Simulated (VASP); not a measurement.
BaS:

```
CELL_PARAMETERS angstrom
0.00000 3.15059 3.15059
3.15059 0.00000 3.15059
3.15059 3.15059 0.00000
ATOMIC_POSITIONS crystal
Ba 0.00000 0.00000 0.00000
S 0.50000 0.50000 0.50000
```

Base run:

```yaml
Program: VASP 6.6.1
Functional: PBE
Potentials_or_basis: VASP PAW PBE potentials, release 64 (Ba_sv, S)
Cutoff: 520 eV
k_mesh: 7 × 7 × 7
Occupations: fermi-dirac, width 0.05 eV
Spin: no spin polarisation
```

Its results: band gap on the k mesh 2.09 eV, indirect (least direct gap 2.22 eV); pressure 3.6 GPa.

The run is repeated on the same cell with these changes: functional from PBE to PBEsol; cutoff from 520 eV to 500 eV. What comes out?

Band gap on the k mesh 1.97 eV, indirect (least direct gap 2.09 eV); pressure 1.4 GPa.

PBEsol binds more tightly than PBE, so the same cell stands under less pressure.

Caveats: spin-orbit coupling is left out, which moves the levels of the heavy elements; the PAW data sets were made with another functional, which shifts forces and pressure a little (some runs).

A k mesh can miss the band edges.
